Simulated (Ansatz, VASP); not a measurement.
Cr in VASP and in Ansatz

```
Cr
1.0
    -1.37836    1.37836    1.37836
     1.37836   -1.37836    1.37836
     1.37836    1.37836   -1.37836
Cr
1
Direct
  0.00000 0.00000 0.00000
```

Alike in both runs: task single point; functional PBEsol; k mesh 20 × 20 × 20; occupations gaussian, width 0.1 eV; no spin polarisation.

|  | VASP | Ansatz |
| --- | --- | --- |
| version | VASP 6.6.1 | Ansatz 0.2.0 |
| potentials or method | VASP PAW PBE potentials, release 64 (Cr_pv), cutoff 520 eV | scalar-relativistic, plane waves, PAW |
| valence electrons in the cell | 12 | 14 |

```csv
,VASP,Ansatz,Ansatz less VASP
gap on the k mesh at the Fermi level (eV),none,none,-
pressure (GPa),19.3,19.9,+0.57
```

VASP's potentials were made for PBE, not for PBEsol. A gap of «none» marks a metal or a gap that the smearing closes. VASP's potentials hold 12 valence electrons a cell and Ansatz's 14, so a difference there can come from the potentials and not from the codes.
